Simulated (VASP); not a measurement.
Set up this calculation in VASP 6.6.1, as the native input.

| Quantity | Value |
| --- | --- |
| Task | single point |
| Functional | LDA |
| Potentials or basis | VASP PAW LDA potentials, release 64 (Pb_d) |
| Cutoff | 520 eV |
| k mesh | 12 × 12 × 7 |
| Occupations | fermi-dirac, width 0.1 eV |
| Spin | no spin polarisation |
| Dipole correction | no |
| Further INCAR settings | ALGO = Normal; EDIFF = 1e-07; NBANDS = 21 |

The structure of Pb lies in POSCAR:

```
Pb
1.0
    3.3903772850      0.0000000000      0.0000000000
   -1.6951886425      2.9361528572      0.0000000000
    0.0000000000      0.0000000000      5.5671157700
Pb
2
Direct
    0.3333333333      0.6666666667      0.2500000000
    0.6666666667      0.3333333333      0.7500000000
```

This cell differs from its parent crystal: volume scaled by 0.96.

The input as run:

INCAR

```
ALGO     = Normal         # electronic algorithm
EDIFF    = 1E-7           # SCF threshold, eV
ENCUT    = 520            # plane-wave cutoff, eV
ISIF     = 2              # what is computed and relaxed
ISMEAR   = -1             # smearing method
LASPH    = T              # aspherical terms in the spheres
LCHARG   = T              # write CHGCAR
LELF     = T              # ELF
LREAL    = F              # projectors in reciprocal space
LVHAR    = T            
LWAVE    = F              # write WAVECAR
NBANDS   = 21             # bands
NELM     = 60             # most SCF steps
PREC     = Accurate       # precision mode
SIGMA    = 0.1            # smearing width, eV
```

KPOINTS

```
k-points
0
Gamma
  12 12 7
```

Potentials or basis: VASP PAW LDA potentials, release 64 (Pb_d).

Launch:

```console
$ cat potpaw_LDA.64/Pb_d/POTCAR > POTCAR
$ mpirun -np 1 vasp_std > vasp.out
```

It gave:

```yaml
Pressure: 2.7 GPa
Band_gap_on_the_k_mesh: zero (band 14 reaches 14.25 eV, above the bottom of band 15 at 5.91 eV)
```

Caveat: spin-orbit coupling is left out, which moves the levels of the heavy elements.

It took 2.2 min on 1 thread of AMD EPYC 7R13, with other jobs on the host, peak memory 0.17 GiB.
